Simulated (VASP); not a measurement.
# Hf (Pm-3m) in VASP: notebook

Runs on Hf. Level: PBEsol. Tasks: single point.

All numbers are computed with VASP 6.6.1; they aren't measurements. Logs are shortened: lines on timing, memory, paths and dates and some standing lists are left out, and cuts for length are marked.

### Step 1. The cell of the first run

Symmetry: Pm-3m, No. 221, cubic system. The conventional cell has a = 2.787 Å, b = 2.787 Å, c = 2.787 Å, α = 90.00°, β = 90.00°, γ = 90.00°. Hf (site symmetry m-3m) has 6 Hf at 2.79 Å within 3.7 Å.

### Step 2. Single point, PBEsol (volume scaled by 0.92)

Input file INCAR:

```
SYSTEM = Hf
  PREC = Accurate
  ENCUT = 520
  EDIFF = 1E-7
  ISMEAR = -1
  SIGMA = 0.08
  LREAL = .False.
  LASPH = .True.
  NELM = 60
  ALGO = Normal
  ISIF = 2
  LWAVE = .False.
  LCHARG = .False.
  GGA = PS
  NBANDS = 11
```

Input file KPOINTS:

```
regular mesh
0
Gamma
  13 13 13
  0 0 0
```

Input file POSCAR:

```
Hf
1.0
    2.7872765664      0.0000000000      0.0000000000
    0.0000000000      2.7872765664      0.0000000000
    0.0000000000      0.0000000000      2.7872765664
Hf
1
Direct
    0.0000000000      0.0000000000      0.0000000000
```

Potentials or basis: VASP PAW PBE potentials, release 64 (Hf_pv).

Launch:

```
cat potpaw_PBE.64/Hf_pv/POTCAR > POTCAR
mpirun -np 1 vasp_std > vasp.out
```

OUTCAR:

```text
SYSTEM = Hf
   PREC = Accurate
   ENCUT = 520
   EDIFF = 1E-7
   ISMEAR = -1
   LREAL = .False.
   LASPH = .True.
   NELM = 60
   ISIF = 2
   GGA = PS

 ion  position               nearest neighbor table
   1  0.000  0.000  0.000-

  LATTYP: Found a simple cubic cell.
 ALAT       =     2.7872765664

  Lattice vectors:

 A1 = (   2.7872765664,   0.0000000000,   0.0000000000)
 A2 = (   0.0000000000,   2.7872765664,   0.0000000000)
 A3 = (   0.0000000000,   0.0000000000,   2.7872765664)

Analysis of symmetry for initial positions (statically):
=====================================================================
 Subroutine PRICEL returns:
 Original cell was already a primitive cell.

 Routine SETGRP: Setting up the symmetry group for a
 simple cubic supercell.

 Subroutine GETGRP returns: Found 48 space group operations
 (whereof 48 operations were pure point group operations)
 out of a pool of 48 trial point group operations.

The static configuration has the point symmetry O_h .

Analysis of symmetry for dynamics (positions and initial velocities):
=====================================================================
 Subroutine PRICEL returns:
 Original cell was already a primitive cell.

 Routine SETGRP: Setting up the symmetry group for a
 simple cubic supercell.

 Subroutine GETGRP returns: Found 48 space group operations
 (whereof 48 operations were pure point group operations)
 out of a pool of 48 trial point group operations.

The dynamic configuration has the point symmetry O_h .

 Subroutine INISYM returns: Found 48 space group operations
 (whereof 48 operations are pure point group operations),
 and found     1 'primitive' translations

----------------------------------------------------------------------------------------

                                     Primitive cell

  volume of cell :      21.6541

  direct lattice vectors                    reciprocal lattice vectors
     2.787276566  0.000000000  0.000000000     0.358773152  0.000000000  0.000000000
     0.000000000  2.787276566  0.000000000     0.000000000  0.358773152  0.000000000
     0.000000000  0.000000000  2.787276566     0.000000000  0.000000000  0.358773152

  length of vectors
     2.787276566  2.787276566  2.787276566     0.358773152  0.358773152  0.358773152

  position of ions in fractional coordinates (direct lattice)
     0.000000000  0.000000000  0.000000000

  ion indices of the primitive-cell ions
   primitive index   ion index
                 1           1

----------------------------------------------------------------------------------------

 KPOINTS: regular mesh

Automatic generation of k-mesh.
 Grid dimensions read from file:
 generate k-points for:   13   13   13

 Generating k-lattice:

  Cartesian coordinates                     Fractional coordinates (reciprocal lattice)
     0.027597935  0.000000000  0.000000000     0.076923077  0.000000000  0.000000000
     0.000000000  0.027597935  0.000000000     0.000000000  0.076923077  0.000000000
     0.000000000  0.000000000  0.027597935     0.000000000  0.000000000  0.076923077

  Length of vectors
     0.027597935  0.027597935  0.027597935

  Shift w.r.t. Gamma in fractional coordinates (k-lattice)
     0.000000000  0.000000000  0.000000000

 Subroutine IBZKPT returns following result:
 ===========================================

 Found     84 irreducible k-points:

 Following reciprocal coordinates:
            Coordinates               Weight
  0.000000  0.000000  0.000000      1.000000
  0.076923  0.000000  0.000000      6.000000
  0.153846  0.000000  0.000000      6.000000
  0.230769  0.000000  0.000000      6.000000
  0.307692  0.000000  0.000000      6.000000
  0.384615  0.000000  0.000000      6.000000
[... 16 lines left out ...]
  0.307692  0.307692  0.000000     12.000000
  0.384615  0.307692  0.000000     24.000000
 [... further k-points ...]
   k-points           NKPTS =     84   k-points in BZ     NKDIM =     84   number of bands    NBANDS=     11
   number of dos      NEDOS =    301   number of ions     NIONS =      1
   total plane-waves  NPLWV =  13824
   dimension x,y,z NGX =    24 NGY =   24 NGZ =   24
   dimension x,y,z NGXF=    48 NGYF=   48 NGZF=   48
   ions per type =               1
   NGX,Y,Z   is equivalent  to a cutoff of  14.31, 14.31, 14.31 a.u.
   NGXF,Y,Z  is equivalent  to a cutoff of  28.63, 28.63, 28.63 a.u.
 SYSTEM =  Hf
   PREC   = accura    normal or accurate (medium, high low for compatibility)
   ISTART =      0    job   : 0-new  1-cont  2-samecut
   ICHARG =      2    charge: 1-file 2-atom 10-const
   ISPIN  =      1    spin polarized calculation?
   LNONCOLLINEAR =      F non collinear calculations
   LSORBIT =      F    spin-orbit coupling
   LASPH  =      T    aspherical Exc in radial PAW
   ENCUT  =  520.0 eV  38.22 Ry    6.18 a.u.   5.18  5.18  5.18*2*pi/ulx,y,z
   NELM   =     60;   NELMIN=  2; NELMDL= -5     # of ELM steps
   EDIFF  = 0.1E-06   stopping-criterion for ELM
   LREAL  =      F    real-space projection
   EDIFFG = 0.1E-05   stopping-criterion for IOM
   NSW    =      0    number of steps for IOM
   IBRION =     -1    ionic relax: 0-MD 1-quasi-New 2-CG
   NFREE  =      0    steps in history (QN), initial steepest desc. (CG)
   ISIF   =      2    stress and relaxation
   ISYM   =      2    0-nonsym 1-usesym 2-fastsym
   POTIM  = 0.5000    time-step for ionic-motion
   TEBEG  =    0.0;   TEEND  =   0.0 temperature during run
   PSTRESS=    0.0 pullay stress
   NELECT =      10.0000    total number of electrons
   NUPDOWN=      -1.0000    fix difference up-down
   EMIN   =  10.00;   EMAX   =-10.00  energy-range for DOS
   EFERMI =   0.00;   METHOD = LEGACY
   ISMEAR =    -1;   SIGMA  =   0.08  broadening in eV -4-tet -1-fermi 0-gaus
   EFERMI_NEDOS =   21; number of points for ismear=-14 and -15
   IALGO  =     38    algorithm
   IMIX   =      4    mixing-type and parameters
     AMIX     =   0.40;   BMIX     =  1.00
     AMIX_MAG =   1.60;   BMIX_MAG =  1.00
  volume/ion in A,a.u.               =      21.65       146.13
  Fermi-wavevector in a.u.,A,eV,Ry     =   1.265401  2.391261 21.786181  1.601239
  Thomas-Fermi vector in A             =   2.398656
   LORBIT       =      0    0 simple, 1 ext, 2 COOP (PROOUT), +10 PAW based schemes
   GGA     = PS    functional components
   LHFCALC =     F    Hartree Fock is set to
   AEXX    =    0.0000 exact exchange contribution
   IVDW    =     0    specifies the selected vdW correction
   LEPSILON=     F    determine dielectric tensor
   LRPA    =     F    only Hartree local field effects (RPA)
 non-spin polarized calculation
  energy-cutoff  :      520.00
  volume of cell :       21.65
 maximum number of plane-waves:       603
 NGX is ok and might be reduce to    24
   NGX = 11   NGY = 11   NGZ = 11

 number of electron      10.0000002 magnetization

 Free energy of the ion-electron system (eV)
  ---------------------------------------------------
  ext. energy  EPLUGINS =         0.00000000
  ---------------------------------------------------
  free energy    TOTEN  =        -9.39175052 eV

  energy without entropy =       -9.36076767  energy(sigma->0) =       -9.37625910

 E-fermi :   4.5421     XC(G=0): -11.4490

 val. band max:        4.5327067401   @ k =   0.3846   0.3846   0.1538
 cond. band min:       4.5757257226   @ k =   0.4615   0.1538   0.0000
 fundamental gap:      0.0430189825
 Fermi energy:         4.5420878085

 k-point     1 :       0.0000    0.0000    0.0000
  band No.  band energies     occupation
      1     -24.9701      2.00000
      2     -24.9701      2.00000
      3     -24.9701      2.00000
      4      -2.3510      2.00000
      5       2.7655      2.00000
      6       2.7655      2.00000
      7      11.9755      0.00000
      8      11.9755      0.00000
      9      11.9755      0.00000
     10      17.9768      0.00000
     11      18.6372      0.00000

 k-point     2 :       0.0769    0.0000    0.0000
  band No.  band energies     occupation
      1     -25.0571      2.00000
      2     -24.9628      2.00000
      3     -24.9628      2.00000
      4      -2.1705      2.00000
      5       2.8179      2.00000
      6       2.9494      2.00000
      7      11.5790      0.00000
      8      11.5790      0.00000
      9      12.0005      0.00000
     10      17.7051      0.00000
     11      18.0141      0.00000

 k-point     3 :       0.1538    0.0000    0.0000
  band No.  band energies     occupation
      1     -25.2926      2.00000
      2     -24.9427      2.00000
      3     -24.9427      2.00000
      4      -1.6715      2.00000
      5       2.9675      2.00000
      6       3.4683      2.00000
      7      10.6798      0.00000
      8      10.6798      0.00000
      9      12.0706      0.00000
     10      16.1307      0.00000
     11      17.9925      0.00000

 k-point     4 :       0.2308    0.0000    0.0000
  band No.  band energies     occupation
      1     -25.6113      2.00000
      2     -24.9142      2.00000
      3     -24.9142      2.00000
      4      -0.9563      2.00000
      5       3.1900      2.00000
      6       4.1813      1.97825
      7       9.6894      0.00000
      8       9.6894      0.00000
      9      12.1715      0.00000
     10      14.7939      0.00000
     11      17.9913      0.00000

 k-point     5 :       0.3077    0.0000    0.0000
  band No.  band energies     occupation
      1     -25.9346      2.00000
      2     -24.8837      2.00000
      3     -24.8837      2.00000
      4      -0.1400      2.00000
      5       3.4434      2.00000
      6       4.7710      0.10815
      7       8.8332      0.00000
      8       8.8332      0.00000
      9      12.2813      0.00000
     10      14.2056      0.00000
     11      17.9914      0.00000
[... 211 lines left out ...]
 k-point    21 :       0.3846    0.2308    0.0000
  band No.  band energies     occupation
      1     -26.1083      2.00000
      2     -25.4675      2.00000
      3     -24.8051      2.00000
      4       1.7581      2.00000
      5       3.5004      2.00000
      6       5.6850      0.00000
      7       8.2432      0.00000
      8       8.5660      0.00000
      9      10.3927      0.00000
     10      15.3136      0.00000
     11      17.9607      0.00000

 k-point    22 :       0.4615    0.2308    0.0000
  band No.  band energies     occupation
      1     -26.2466      2.00000
      2     -25.4492      2.00000
      3     -24.7911      2.00000
      4       2.4072      2.00000
      5       2.9974      2.00000
      6       5.6487      0.00000
      7       8.2623      0.00000
      8       8.7423      0.00000
      9      10.4697      0.00000
     10      15.4950      0.00000
     11      17.9729      0.00000

 k-point    23 :       0.3077    0.3077    0.0000
  band No.  band energies     occupation
      1     -25.8332      2.00000
      2     -25.7923      2.00000
      3     -24.8006      2.00000
      4       1.5645      2.00000
      5       3.5073      2.00000
      6       6.9012      0.00000
      7       7.3756      0.00000
      8       9.1735      0.00000
      9       9.6112      0.00000
     10      15.7512      0.00000
     11      17.3688      0.00000

 k-point    24 :       0.3846    0.3077    0.0000
  band No.  band energies     occupation
      1     -26.0626      2.00000
      2     -25.7760      2.00000
      3     -24.7762      2.00000
      4       1.8617      2.00000
      5       3.2865      2.00000
      6       7.1119      0.00000
      7       8.3930      0.00000
      8       8.7639      0.00000
      9       9.5920      0.00000
     10      15.3373      0.00000
     11      17.8024      0.00000

 [... further k-points ...]

------------------------ aborting loop because EDIFF is reached ----------------------------------------

  FORCE on cell =-STRESS in cart. coord.  units (eV):
  Direction    XX          YY          ZZ          XY          YZ          ZX
  --------------------------------------------------------------------------------------
  -------------------------------------------------------------------------------------
  Total        1.0366508      1.0366508      1.0366508      0.0000000     -0.0000000     -0.0000000
  in kB       76.7013267     76.7013267     76.7013267      0.0000000     -0.0000000     -0.0000000
  external PRESSURE =      76.7013267 kB  Pullay stress =       0.0000000 kB

 VOLUME and BASIS-vectors are now :
 -----------------------------------------------------------------------------
  energy-cutoff  :      520.00
  volume of cell :       21.65
      direct lattice vectors                 reciprocal lattice vectors
     2.787276566  0.000000000  0.000000000     0.358773152  0.000000000  0.000000000
     0.000000000  2.787276566  0.000000000     0.000000000  0.358773152  0.000000000
     0.000000000  0.000000000  2.787276566     0.000000000  0.000000000  0.358773152

 POSITION                                       TOTAL-FORCE (eV/Angst)
 -----------------------------------------------------------------------------------
      0.00000      0.00000      0.00000         0.000000      0.000000      0.000000
 -----------------------------------------------------------------------------------
    total drift:                                0.000000     -0.000000      0.000000

  FREE ENERGIE OF THE ION-ELECTRON SYSTEM (eV)
  ---------------------------------------------------
  free  energy   TOTEN  =        -9.3917505248 eV

  energy  without entropy=       -9.3607676744  energy(sigma->0) =       -9.37625910
```

It took 22 s on 1 thread of AMD EPYC 7R13, shared host; peak memory 0.12 GiB.

What came out:

```yaml
Free_energy: -9.3918 eV
Pressure: 7.7 GPa
Band_gap_on_the_k_mesh: zero (band 5 reaches 5.41 eV, above the bottom of band 6 at 2.77 eV)
```

Caveat: the cell differs from its parent crystal (volume scaled by 0.92); the PAW data sets were made with another functional, which shifts forces and pressure a little; spin-orbit coupling is left out, which moves the levels of the heavy elements.

### Step 3. Single point, PBEsol

This run uses another cell than the first one, of 23.54 Å³/atom, 1.087 times its volume.

Input file INCAR:

```
PREC = Accurate
ENCUT = 520
EDIFF = 1E-7
ISMEAR = -1
SIGMA = 0.08
LREAL = False
LASPH = True
NELM = 80
ALGO = Normal
ISIF = 2
LWAVE = False
LCHARG = True
GGA = PS
LELF = True
LVHAR = True
NBANDS = 11
```

Input file KPOINTS:

```
regular mesh
0
Gamma
  13 13 13
```

Input file POSCAR:

```
Hf
1.0
    2.8658323962      0.0000000000      0.0000000000
    0.0000000000      2.8658323962      0.0000000000
    0.0000000000      0.0000000000      2.8658323962
Hf
1
Direct
    0.0000000000      0.0000000000      0.0000000000
```

Potentials or basis: VASP PAW PBE potentials, release 64 (Hf_pv).

Launch:

```
cat potpaw_PBE.64/Hf_pv/POTCAR > POTCAR
mpirun -np 1 vasp_std > vasp.out
```

OUTCAR:

```text
PREC = Accurate
   ENCUT = 520
   EDIFF = 1E-7
   ISMEAR = -1
   LREAL = False
   LASPH = True
   NELM = 80
   ISIF = 2
   GGA = PS

 ion  position               nearest neighbor table
   1  0.000  0.000  0.000-

  LATTYP: Found a simple cubic cell.
 ALAT       =     2.8658323962

  Lattice vectors:

 A1 = (   2.8658323962,   0.0000000000,   0.0000000000)
 A2 = (   0.0000000000,   2.8658323962,   0.0000000000)
[... 515 lines left out ...]
      9       8.6691      0.00000
     10      13.9893      0.00000
     11      16.5099      0.00000

 [... further k-points ...]

------------------------ aborting loop because EDIFF is reached ----------------------------------------

  FORCE on cell =-STRESS in cart. coord.  units (eV):
  Direction    XX          YY          ZZ          XY          YZ          ZX
  --------------------------------------------------------------------------------------
  -------------------------------------------------------------------------------------
  Total       -0.0399207     -0.0399207     -0.0399207      0.0000000     -0.0000000      0.0000000
  in kB       -2.7174192     -2.7174192     -2.7174192      0.0000000     -0.0000000      0.0000000
  external PRESSURE =      -2.7174192 kB  Pullay stress =       0.0000000 kB

 VOLUME and BASIS-vectors are now :
 -----------------------------------------------------------------------------
  energy-cutoff  :      520.00
  volume of cell :       23.54
      direct lattice vectors                 reciprocal lattice vectors
     2.865832396  0.000000000  0.000000000     0.348938759  0.000000000  0.000000000
     0.000000000  2.865832396  0.000000000     0.000000000  0.348938759  0.000000000
     0.000000000  0.000000000  2.865832396     0.000000000  0.000000000  0.348938759

 POSITION                                       TOTAL-FORCE (eV/Angst)
 -----------------------------------------------------------------------------------
      0.00000      0.00000      0.00000         0.000000      0.000000      0.000000
 -----------------------------------------------------------------------------------
    total drift:                                0.000000      0.000000      0.000000

  FREE ENERGIE OF THE ION-ELECTRON SYSTEM (eV)
  ---------------------------------------------------
  free  energy   TOTEN  =        -9.4324826161 eV

  energy  without entropy=       -9.3999058682  energy(sigma->0) =       -9.41619424
```

stdout:

```text
POSCAR found type information on POSCAR Hf
 POSCAR found :  1 types and       1 ions
 scaLAPACK will be used
 -----------------------------------------------------------------------------
|                                                                             |
|                                                                             |
|     You enforced a specific xc type in the INCAR file but a different       |
|     I HOPE YOU KNOW WHAT YOU ARE DOING!                                     |
|                                                                             |
 -----------------------------------------------------------------------------

 LDA part: xc-table for (Slater+PW92), standard interpolation
 POSCAR, INCAR and KPOINTS ok, starting setup
 FFT: planning ... GRIDC
 FFT: planning ... GRID_SOFT
 FFT: planning ... GRID
 WAVECAR not read
 entering main loop
```

Run time: 22 s. Hardware: 1 thread of AMD EPYC 7R13, shared host; peak memory 0.12 GiB.

Results:

```
Free energy            : -9.4325 eV
Pressure               : -0.3 GPa
Band gap on the k mesh : zero (band 5 reaches 4.78 eV, above the bottom of band 6 at 2.43 eV)
```

Caveat: the PAW data sets were made with another functional, which shifts forces and pressure a little; spin-orbit coupling is left out, which moves the levels of the heavy elements.
